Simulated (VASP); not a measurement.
Write the native input for VASP 6.6.1 that does the following.

```yaml
Task: single point
Functional: PBEsol
Potentials_or_basis: VASP PAW PBE potentials, release 64 (Fe)
Cutoff: 520 eV
k_mesh: 11 × 11 × 11
Occupations: fermi-dirac, width 0.025 eV
Spin: collinear spin, ferromagnetic start
Starting_moments: "[3.0] μB"
Dipole_correction: no
Further_INCAR_settings: ALGO = Normal; EDIFF = 1e-06; NBANDS = 14
```

The structure of Fe lies in POSCAR:

```
Fe
1.0
    0.0000000000      1.9417396906      1.9651051623
    1.4984397099      0.0000000000      1.9651051623
    1.4984397099      1.9417396906      0.0000000000
Fe
1
Direct
    0.0000000000      0.0000000000      0.0000000000
```

The input as run:

INCAR

```
PREC = Accurate ; ENCUT = 520
EDIFF = 1E-6 ; ISMEAR = -1
SIGMA = 0.025 ; LREAL = False
LASPH = True ; NELM = 150
ALGO = Normal ; ISIF = 2
LWAVE = False ; LCHARG = False
ISPIN = 2 ; MAGMOM = 3
LORBIT = 11 ; LMAXMIX = 4
GGA = PS ; NBANDS = 14
```

KPOINTS

```
Automatic mesh
0
Gamma
  11 11 11
```

Potentials or basis: VASP PAW PBE potentials, release 64 (Fe).

The run is started by

```sh
$ cat potpaw_PBE.64/Fe/POTCAR > POTCAR
$ mpirun -np 1 vasp_std > vasp.out
```

Results of the run:

```
Pressure                                              : -10.0 GPa
Net moment                                            : 2.23 μB per cell
Site moments                                          : Fe +2.22 μB
Valence electrons inside the program's atomic spheres : Fe 7.26
```

Caveat: the PAW data sets were made with another functional, which shifts forces and pressure a little.

Run time: 120 s on 1 thread of AMD EPYC 7R13, on a shared host, peak memory 0.14 GiB.
